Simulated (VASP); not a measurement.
A run of VASP 6.6.1:

File INCAR:

```
SYSTEM = PbSe
  ALGO = Normal
  EDIFF = 1E-7
  ENCUT = 520
  GGA = PE
  ISIF = 2
  ISMEAR = -1
  LASPH = .True.
  LCHARG = .False.
  LREAL = .False.
  LWAVE = .False.
  NBANDS = 17
  NELM = 100
  PREC = Accurate
  SIGMA = 0.01
```

The input KPOINTS:

```
k-points
0
Gamma
  11 11 11
  0 0 0
```

POSCAR

```
PbSe
1.0
    0.0000000000      3.4503592439      3.4503592439
    3.4503592439      0.0000000000      3.4503592439
    3.4503592439      3.4503592439      0.0000000000
Pb Se
1 1
Direct
    0.0000000000      0.0000000000      0.0000000000
    0.2500000000      0.2500000000      0.2500000000
```

Potentials or basis: VASP PAW PBE potentials, release 64 (Pb_d, Se).

Launch:

```console
$ cat potpaw_PBE.64/Pb_d/POTCAR potpaw_PBE.64/Se/POTCAR > POTCAR
$ mpirun -np 1 vasp_std > vasp.out
```

Hardware: 1 thread of AMD EPYC 7R43 64-Core Processor (Zen 3), with other jobs on the host.

Problem. Estimate the wall time of this run.

Solution. Run time: 79 s on 1 thread of AMD EPYC 7R43 64-Core Processor (Zen 3) (shared host), peak memory 0.21 GiB. Counts: scf iterations 15, k points 56.
